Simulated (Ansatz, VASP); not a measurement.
# Two plane-wave programs on Cu

```
Cu
1.0
     2.52884    0.00000    0.00000
     0.00000    2.52884    0.00000
     0.00000    0.00000   23.15260
Cu
5
Cartesian
  0.0000 0.0000 8.0580
  1.2644 1.2644 9.7836
  0.0000 0.0000 11.5763
  1.2644 1.2644 13.3690
  0.0000 0.0000 15.0946
```

Alike in both runs: functional r2SCAN; k mesh 14 × 14 × 1; occupations fermi-dirac, width 0.05 eV; no spin polarisation.

Ansatz relaxed the structure, and its values are those at the end. VASP's run is a single point on that final structure, the one shown.

|  | VASP | Ansatz |
| --- | --- | --- |
| version | VASP 6.6.1 | Ansatz 0.2.0 |
| potentials or method | VASP PAW PBE potentials, release 64 (Cu) | PAW with Ansatz's default frozen-core files, scalar-relativistic |
| plane-wave cutoff (eV) | 520 | 500 |
| valence electrons in the cell | 55 | 95 |

|  | VASP | Ansatz | Ansatz less VASP |
| --- | --- | --- | --- |
| rms of the force components (eV/Å) | 0.012 | 0.000 | -0.0120 |

VASP's potentials were made for PBE, not for r2SCAN. VASP's potentials hold 55 valence electrons a cell and Ansatz's 95, so a difference there can come from the potentials and not from the codes. Ansatz's warnings: stress scf threshold loose, xc potential rough in thin density.
